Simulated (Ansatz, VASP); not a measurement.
**SrW2: VASP beside Ansatz**

The input INCAR:

```
SYSTEM = SrW2
PREC     = Accurate       ! precision mode
ENCUT    = 600            ! plane-wave cutoff, eV
EDIFF    = 1E-6           ! SCF threshold, eV
ISMEAR   = 0              ! smearing method
SIGMA    = 0.1            ! smearing width, eV
LREAL    = .FALSE.        ! projectors in reciprocal space
LASPH    = .TRUE.         ! aspherical terms in the spheres
NELM     = 100            ! most SCF steps
ALGO     = Fast           ! electronic algorithm
ISIF     = 3              ! what is computed and relaxed
LWAVE    = .FALSE.        ! write WAVECAR
LCHARG   = .FALSE.        ! write CHGCAR
GGA      = PE             ! functional
IBRION   = 2              ! ionic algorithm
NSW      = 90             ! ionic steps
EDIFFG   = -0.04          ! ionic threshold
```

Contents of KPOINTS:

```
regular mesh
0
G
  6 6 4
  0 0 0
```

Contents of POSCAR:

```
SrW2
1.0
    3.2679048308      0.0000000000      0.0000000000
   -1.6339524154      2.8300886006      0.0000000000
    0.0000000000      0.0000000000      7.4301470674
Sr W
1 2
Direct
    0.0000000000      0.0000000000      0.5000000000
    0.3333333333      0.6666666667      0.8863705845
    0.6666666667      0.3333333333      0.1136294155
```

Input for Ansatz:

```yaml
crystal:
  lattice:
    - [3.2679048308, 0.0, 0.0]
    - [-1.6339524154, 2.8300886006, 0.0]
    - [0.0, 0.0, 7.4301470674]
  atoms:
    - { symbol: Sr, position: [0.0, 0.0, 0.5] }
    - { symbol: W, position: [0.3333333333, 0.6666666667, 0.8863705845] }
    - { symbol: W, position: [0.6666666667, 0.3333333333, 0.1136294155] }
basis:
  ecutwfc: 420
kpoints:
  mp_grid: { grid: [6, 6, 4] }
hamiltonian:
  xc: pbe
scf:
  occupations: { method: gaussian, width: 0.1 }
  lower_state_search: "off"
output:
  forces: true
  stress: true
  eigenvalues: true
relax:
  adjacent_minimum: "off"
  f_tol: 0.04
  max_steps: 70
  cell: { stress_tol: 0.4 }
```

Alike in both runs: task relaxation of cell and atoms; functional PBE; k mesh 6 × 6 × 4; occupations gaussian, width 0.1 eV; no spin polarisation.

|  | VASP | Ansatz |
| --- | --- | --- |
| version | VASP 6.6.1 | Ansatz 0.2.0 |
| potentials or method | VASP PAW PBE potentials, release 64 (Sr_sv, W_sv), cutoff 600 eV | scalar-relativistic, plane waves, PAW |
| valence electrons in the cell | 38 | 38 |

```tsv
	VASP	Ansatz	Ansatz less VASP
gap on the k mesh at the Fermi level, each at its own relaxed structure (eV)	none	none	-
relaxed volume (Å³/atom)	22.95	22.81	-0.137
relaxed cell length with the largest relative difference (Å)	3.258	3.247	-0.0109
```

A gap of «none» marks a metal or a gap that the smearing closes.

The k mesh is coarse, so the values compare programs but aren't converged. Neither program's run includes spin-orbit coupling.
